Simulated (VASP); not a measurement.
# SrB2Pt (P4/mmm) in VASP: notebook

Runs on SrB2Pt. Level: PBE. Tasks: single point, relaxation of cell and atoms.

Program: VASP 6.6.1. These are calculated values, not measurements. Logs are shortened: lines on timing, memory, paths and dates and some standing lists are left out, and cuts for length are marked.

**1. The cell of the first run**

Symmetry: P4/mmm, No. 123, tetragonal system. The conventional cell has a = 4.197 Å, b = 4.197 Å, c = 3.668 Å, α = 90.00°, β = 90.00°, γ = 90.00°. Sr (site symmetry 4/mmm) has 8 B at 2.79 Å and 4 Pt at 2.97 Å and 2 Sr at 3.67 Å within 3.7 Å. Within 3.7 Å of B (site symmetry mmm) lie 4 Sr at 2.79 Å and 4 Pt at 2.79 Å and 6 B at 2.97 to 3.67 Å. Pt (site symmetry 4/mmm) has 8 B at 2.79 Å and 4 Sr at 2.97 Å and 2 Pt at 3.67 Å within 3.7 Å.

**2. Single point, PBE**

Contents of INCAR:

```
SYSTEM = SrB2Pt
PREC = Accurate
ENCUT = 520
EDIFF = 1E-7
ISMEAR = 0
SIGMA = 0.1
LREAL = .FALSE.
LASPH = .TRUE.
NELM = 80
ALGO = Normal
ISIF = 2
LWAVE = .FALSE.
LCHARG = .TRUE.
GGA = PE
LELF = .TRUE.
LVHAR = .TRUE.
NBANDS = 21
```

Contents of KPOINTS:

```
regular mesh
0
G
  10 10 14
  0 0 0
```

Contents of POSCAR:

```
SrB2Pt
1.0
    4.1970896878      0.0000000000      0.0000000000
    0.0000000000      4.1970896878      0.0000000000
    0.0000000000      0.0000000000      3.6681096886
Sr B Pt
1 2 1
Direct
    0.0000000000      0.0000000000      0.5000000000
    0.0000000000      0.5000000000      0.0000000000
    0.5000000000      0.0000000000      0.0000000000
    0.5000000000      0.5000000000      0.5000000000
```

Potentials or basis: VASP PAW PBE potentials, release 64 (Sr_sv, B, Pt).

On the command line:

```
> cat potpaw_PBE.64/Sr_sv/POTCAR potpaw_PBE.64/B/POTCAR potpaw_PBE.64/Pt/POTCAR > POTCAR
> mpirun -np 1 vasp_std > vasp.out
```

OUTCAR:

```text
SYSTEM = SrB2Pt
   PREC = Accurate
   ENCUT = 520
   EDIFF = 1E-7
   ISMEAR = 0
   LREAL = .FALSE.
   LASPH = .TRUE.
   NELM = 80
   ISIF = 2
   GGA = PE

 ion  position               nearest neighbor table
   1  0.000  0.000  0.500-   2 2.79   3 2.79   2 2.79   3 2.79   2 2.79   2 2.79   3 2.79   3 2.79
                             4 2.97   4 2.97   4 2.97   4 2.97
   2  0.000  0.500  0.000-   1 2.79   4 2.79   1 2.79   4 2.79   1 2.79   1 2.79   4 2.79   4 2.79

   3  0.500  0.000  0.000-   1 2.79   4 2.79   1 2.79   4 2.79   4 2.79   4 2.79   1 2.79   1 2.79

   4  0.500  0.500  0.500-   2 2.79   3 2.79   2 2.79   3 2.79   3 2.79   3 2.79   2 2.79   2 2.79
                             1 2.97   1 2.97   1 2.97   1 2.97

  LATTYP: Found a simple tetragonal cell.
 ALAT       =     4.1970896878
 C/A-ratio  =     0.8739650476

  Lattice vectors:

 A1 = (   4.1970896878,   0.0000000000,   0.0000000000)
 A2 = (   0.0000000000,   4.1970896878,   0.0000000000)
 A3 = (   0.0000000000,   0.0000000000,   3.6681096886)

Analysis of symmetry for initial positions (statically):
=====================================================================
 Subroutine PRICEL returns:
 Original cell was already a primitive cell.

 Routine SETGRP: Setting up the symmetry group for a
 simple tetragonal supercell.

 Subroutine GETGRP returns: Found 16 space group operations
 (whereof 16 operations were pure point group operations)
 out of a pool of 16 trial point group operations.

The static configuration has the point symmetry D_4h.

Analysis of symmetry for dynamics (positions and initial velocities):
=====================================================================
 Subroutine PRICEL returns:
 Original cell was already a primitive cell.

 Routine SETGRP: Setting up the symmetry group for a
 simple tetragonal supercell.

 Subroutine GETGRP returns: Found 16 space group operations
 (whereof 16 operations were pure point group operations)
 out of a pool of 16 trial point group operations.

The dynamic configuration has the point symmetry D_4h.

 Subroutine INISYM returns: Found 16 space group operations
 (whereof 16 operations are pure point group operations),
 and found     1 'primitive' translations

----------------------------------------------------------------------------------------

                                     Primitive cell

  volume of cell :      64.6158

  direct lattice vectors                    reciprocal lattice vectors
     4.197089688  0.000000000  0.000000000     0.238260336  0.000000000  0.000000000
     0.000000000  4.197089688  0.000000000     0.000000000  0.238260336  0.000000000
     0.000000000  0.000000000  3.668109689     0.000000000  0.000000000  0.272619983

  length of vectors
     4.197089688  4.197089688  3.668109689     0.238260336  0.238260336  0.272619983

  position of ions in fractional coordinates (direct lattice)
     0.000000000  0.000000000  0.500000000
     0.000000000  0.500000000  0.000000000
     0.500000000  0.000000000  0.000000000
     0.500000000  0.500000000  0.500000000

  ion indices of the primitive-cell ions
   primitive index   ion index
                 1           1
                 2           2
                 3           3
                 4           4

----------------------------------------------------------------------------------------

 KPOINTS: regular mesh

Automatic generation of k-mesh.
 Grid dimensions read from file:
 generate k-points for:   10   10   14

 Generating k-lattice:

  Cartesian coordinates                     Fractional coordinates (reciprocal lattice)
     0.023826034  0.000000000  0.000000000     0.100000000  0.000000000  0.000000000
     0.000000000  0.023826034  0.000000000     0.000000000  0.100000000  0.000000000
     0.000000000  0.000000000  0.019472856     0.000000000  0.000000000  0.071428571

  Length of vectors
     0.023826034  0.023826034  0.019472856

  Shift w.r.t. Gamma in fractional coordinates (k-lattice)
     0.000000000  0.000000000  0.000000000

 Subroutine IBZKPT returns following result:
 ===========================================

 Found    168 irreducible k-points:

 Following reciprocal coordinates:
            Coordinates               Weight
  0.000000  0.000000  0.000000      1.000000
  0.100000  0.000000  0.000000      4.000000
  0.200000  0.000000  0.000000      4.000000
  0.300000  0.000000  0.000000      4.000000
  0.400000  0.000000  0.000000      4.000000
  0.500000  0.000000  0.000000      2.000000
[... 16 lines left out ...]
  0.100000  0.000000  0.071429      8.000000
  0.200000  0.000000  0.071429      8.000000
 [... further k-points ...]
   k-points           NKPTS =    168   k-points in BZ     NKDIM =    168   number of bands    NBANDS=     21
   number of dos      NEDOS =    301   number of ions     NIONS =      4
   total plane-waves  NPLWV =  28672
   dimension x,y,z NGX =    32 NGY =   32 NGZ =   28
   dimension x,y,z NGXF=    64 NGYF=   64 NGZF=   56
   ions per type =               1   2   1
   NGX,Y,Z   is equivalent  to a cutoff of  12.68, 12.68, 12.69 a.u.
   NGXF,Y,Z  is equivalent  to a cutoff of  25.35, 25.35, 25.38 a.u.
 SYSTEM =  SrB2Pt
   PREC   = accura    normal or accurate (medium, high low for compatibility)
   ISTART =      0    job   : 0-new  1-cont  2-samecut
   ICHARG =      2    charge: 1-file 2-atom 10-const
   ISPIN  =      1    spin polarized calculation?
   LNONCOLLINEAR =      F non collinear calculations
   LSORBIT =      F    spin-orbit coupling
   LASPH  =      T    aspherical Exc in radial PAW
   ENCUT  =  520.0 eV  38.22 Ry    6.18 a.u.   7.80  7.80  6.82*2*pi/ulx,y,z
   NELM   =     80;   NELMIN=  2; NELMDL= -5     # of ELM steps
   EDIFF  = 0.1E-06   stopping-criterion for ELM
   LREAL  =      F    real-space projection
   EDIFFG = 0.1E-05   stopping-criterion for IOM
   NSW    =      0    number of steps for IOM
   IBRION =     -1    ionic relax: 0-MD 1-quasi-New 2-CG
   NFREE  =      0    steps in history (QN), initial steepest desc. (CG)
   ISIF   =      2    stress and relaxation
   ISYM   =      2    0-nonsym 1-usesym 2-fastsym
   POTIM  = 0.5000    time-step for ionic-motion
   TEBEG  =    0.0;   TEEND  =   0.0 temperature during run
   PSTRESS=    0.0 pullay stress
   NELECT =      26.0000    total number of electrons
   NUPDOWN=      -1.0000    fix difference up-down
   EMIN   =  10.00;   EMAX   =-10.00  energy-range for DOS
   EFERMI =   0.00;   METHOD = LEGACY
   ISMEAR =     0;   SIGMA  =   0.10  broadening in eV -4-tet -1-fermi 0-gaus
   EFERMI_NEDOS =   21; number of points for ismear=-14 and -15
   IALGO  =     38    algorithm
   IMIX   =      4    mixing-type and parameters
     AMIX     =   0.40;   BMIX     =  1.00
     AMIX_MAG =   1.60;   BMIX_MAG =  1.00
  volume/ion in A,a.u.               =      16.15       109.01
  Fermi-wavevector in a.u.,A,eV,Ry     =   1.208610  2.283943 19.874563  1.460739
  Thomas-Fermi vector in A             =   2.344213
   LORBIT       =      0    0 simple, 1 ext, 2 COOP (PROOUT), +10 PAW based schemes
   GGA     = PE    functional components
   LHFCALC =     F    Hartree Fock is set to
   AEXX    =    0.0000 exact exchange contribution
   IVDW    =     0    specifies the selected vdW correction
   LEPSILON=     F    determine dielectric tensor
   LRPA    =     F    only Hartree local field effects (RPA)
 non-spin polarized calculation
 Gauss-broadening in eV      SIGMA  =   0.10
  energy-cutoff  :      520.00
  volume of cell :       64.62
 maximum number of plane-waves:      1760
 NGX is ok and might be reduce to    32
   NGX = 15   NGY = 15   NGZ = 13

 number of electron      26.0000004 magnetization

 Free energy of the ion-electron system (eV)
  ---------------------------------------------------
  ext. energy  EPLUGINS =         0.00000000
  ---------------------------------------------------
  free energy    TOTEN  =       -16.13926798 eV

  energy without entropy =      -16.12689206  energy(sigma->0) =      -16.13308002

 E-fermi :   4.7816     XC(G=0): -10.9399

 val. band max:        4.7808474557   @ k =   0.3000   0.0000   0.3571
 cond. band min:       4.7827111368   @ k =   0.5000   0.5000   0.4286
 fundamental gap:      0.0018636811
 Fermi energy:         4.7815535667

 k-point     1 :       0.0000    0.0000    0.0000
  band No.  band energies     occupation
      1     -28.5746      2.00000
      2     -10.8446      2.00000
      3     -10.8446      2.00000
      4     -10.5802      2.00000
      5      -3.9909      2.00000
      6      -0.8277      2.00000
[... 13 lines left out ...]
     20      11.5524      0.00000
     21      12.2480      0.00000

 k-point     2 :       0.1000    0.0000    0.0000
  band No.  band energies     occupation
      1     -28.5734      2.00000
      2     -10.8827      2.00000
      3     -10.8481      2.00000
      4     -10.5778      2.00000
      5      -3.8803      2.00000
      6      -0.7890      2.00000
[... 13 lines left out ...]
     20      11.8628      0.00000
     21      12.3452      0.00000

 k-point     3 :       0.2000    0.0000    0.0000
  band No.  band energies     occupation
      1     -28.5700      2.00000
      2     -10.9795      2.00000
      3     -10.8572      2.00000
      4     -10.5714      2.00000
      5      -3.5655      2.00000
      6      -0.7289      2.00000
[... 13 lines left out ...]
     20      12.1254      0.00000
     21      12.2074      0.00000
[... 457 lines left out ...]
 k-point    23 :       0.1000    0.0000    0.0714
  band No.  band energies     occupation
      1     -28.5713      2.00000
      2     -10.8775      2.00000
      3     -10.8431      2.00000
      4     -10.6155      2.00000
      5      -3.8050      2.00000
      6      -0.7532      2.00000
[... 13 lines left out ...]
     20      11.8918      0.00000
     21      12.4489      0.00000

 k-point    24 :       0.2000    0.0000    0.0714
  band No.  band energies     occupation
      1     -28.5679      2.00000
      2     -10.9735      2.00000
      3     -10.8523      2.00000
      4     -10.6084      2.00000
      5      -3.4958      2.00000
      6      -0.7013      2.00000
[... 13 lines left out ...]
     20      12.1207      0.00000
     21      12.2038      0.00000

 [... further k-points ...]

------------------------ aborting loop because EDIFF is reached ----------------------------------------

  FORCE on cell =-STRESS in cart. coord.  units (eV):
  Direction    XX          YY          ZZ          XY          YZ          ZX
  --------------------------------------------------------------------------------------
  -------------------------------------------------------------------------------------
  Total        0.1280619      0.1280619      0.0850658      0.0000000      0.0000000      0.0000000
  in kB        3.1753500      3.1753500      2.1092428      0.0000000      0.0000000      0.0000000
  external PRESSURE =       2.8199809 kB  Pullay stress =       0.0000000 kB

 VOLUME and BASIS-vectors are now :
 -----------------------------------------------------------------------------
  energy-cutoff  :      520.00
  volume of cell :       64.62
      direct lattice vectors                 reciprocal lattice vectors
     4.197089688  0.000000000  0.000000000     0.238260336  0.000000000  0.000000000
     0.000000000  4.197089688  0.000000000     0.000000000  0.238260336  0.000000000
     0.000000000  0.000000000  3.668109689     0.000000000  0.000000000  0.272619983

 POSITION                                       TOTAL-FORCE (eV/Angst)
 -----------------------------------------------------------------------------------
      0.00000      0.00000      1.83405         0.000000      0.000000      0.000000
      0.00000      2.09854      0.00000         0.000000      0.000000      0.000000
      2.09854      0.00000      0.00000         0.000000      0.000000      0.000000
      2.09854      2.09854      1.83405         0.000000      0.000000      0.000000
 -----------------------------------------------------------------------------------
    total drift:                                0.000000      0.000000     -0.000000

  FREE ENERGIE OF THE ION-ELECTRON SYSTEM (eV)
  ---------------------------------------------------
  free  energy   TOTEN  =       -16.1392679819 eV

  energy  without entropy=      -16.1268920626  energy(sigma->0) =      -16.13308002
```

It took 76 s on 1 thread of Intel Xeon 6975P-C (Granite Rapids), shared host; peak memory 0.37 GiB.

What came out:

| Quantity | Value |
| --- | --- |
| Free energy | -16.1393 eV |
| Pressure | 0.3 GPa |
| Band gap on the k mesh | zero (bands 13 and 14 overlap by 1.50 eV) |

Stress tensor (GPa, compression positive):
```
0.32 0.00 0.00
0.00 0.32 0.00
0.00 0.00 0.21
```

Caveat: spin-orbit coupling is left out, which moves the levels of the heavy elements.

**3. Relaxation of cell and atoms, PBE**

This run uses another cell than the first one, of 15.65 Å³/atom.

Contents of INCAR:

```
SYSTEM = SrB2Pt
  ALGO = Normal
  EDIFF = 1E-6
  EDIFFG = -0.01
  ENCUT = 600
  GGA = PE
  IBRION = 2
  ISIF = 3
  ISMEAR = 0
  LASPH = .TRUE.
  LCHARG = .FALSE.
  LREAL = .FALSE.
  LWAVE = .FALSE.
  NELM = 60
  NSW = 100
  PREC = Accurate
  SIGMA = 0.1
```

Contents of KPOINTS:

```
k-points
0
G
  10 10 14
  0 0 0
```

Contents of POSCAR:

```
SrB2Pt
1.0
    4.4572548400      0.0000000000      0.0000000000
    0.0000000000      4.4572548400      0.0000000000
    0.0000000000      0.0000000000      3.1517551200
Sr B Pt
1 2 1
Direct
    0.0000000000      0.0000000000      0.5000000000
    0.0000000000      0.5000000000      0.0000000000
    0.5000000000      0.0000000000      0.0000000000
    0.5000000000      0.5000000000      0.5000000000
```

Potentials or basis: VASP PAW PBE potentials, release 64 (Sr_sv, B, Pt).

On the command line:

```
> cat potpaw_PBE.64/Sr_sv/POTCAR potpaw_PBE.64/B/POTCAR potpaw_PBE.64/Pt/POTCAR > POTCAR
> mpirun -np 1 vasp_std > vasp.out
```

Wall time 8 min (1 thread of Intel Xeon 6975P-C (Granite Rapids), shared host); peak memory 0.41 GiB.

Results (log left out):

```yaml
Free_energy: -16.1385 eV
Relaxed_volume: 16.22 Å³/atom
Relaxed_cell: a = 4.205 Å, b = 4.205 Å, c = 3.670 Å, α = 90.00°, β = 90.00°, γ = 90.00°
Space_group_after_relaxing_to_0.1_Å: P4/mmm (No. 123)
Energy_gained_by_relaxing: 25.0 meV/atom
Ionic_steps: 10
Pressure_after_relaxing: -0.1 GPa
Band_gap_on_the_k_mesh: zero (bands 13 and 14 overlap by 1.49 eV)
```

Step by step:
```tsv
step	energy change (eV)	largest force (eV/Å)	pressure (GPa)	volume (Å³)
1	0.0000	0.0000	-1.59	62.62
2	-0.0104	0.0000	0.47	61.21
3	-0.0104	0.0000	0.43	61.24
4	-0.0133	0.0000	0.39	61.40
5	-0.0224	0.0000	0.43	61.86
6	-0.0463	0.0000	0.55	62.73
7	-0.0923	0.0000	0.23	64.25
8	-0.0282	0.0000	-0.83	66.46
9	-0.0999	0.0000	-0.03	64.81
10	-0.1000	0.0000	-0.08	64.89
```

Final structure:
```
Sr B Pt
1.0
     4.20481    0.00000    0.00000
     0.00000    4.20481    0.00000
     0.00000    0.00000    3.67035
Sr B Pt
1 2 1
Direct
  0.00000 0.00000 0.50000
  0.00000 0.50000 0.00000
  0.50000 0.00000 0.00000
  0.50000 0.50000 0.50000
```

Levels at points of the mesh, in eV from the Fermi level:
| k point | band 11 | band 12 | band 13 | band 14 | band 15 | band 16 |
| --- | --- | --- | --- | --- | --- | --- |
| (0.00, 0.00, 0.00) | -0.72 | -0.72 | -0.27 | 0.42 | 0.73 | 2.46 |
| (0.50, 0.00, 0.00) | -2.09 | -0.39 | -0.16 | 0.19 | 1.12 | 1.64 |
| (0.50, 0.50, 0.00) | -2.56 | -2.40 | -1.53 | 2.42 | 2.42 | 3.13 |
| (0.00, 0.00, 0.50) | -2.83 | -1.31 | 0.28 | 0.28 | 2.22 | 4.58 |
| (0.50, 0.00, 0.50) | -1.86 | -0.92 | -0.52 | -0.43 | 1.34 | 2.01 |
| (0.50, 0.50, 0.50) | -0.62 | -0.61 | -0.50 | -0.50 | -0.44 | -0.44 |

Caveat: a cell axis changed by over 15 % at a fixed basis, so the end point is rough; spin-orbit coupling is left out, which moves the levels of the heavy elements.
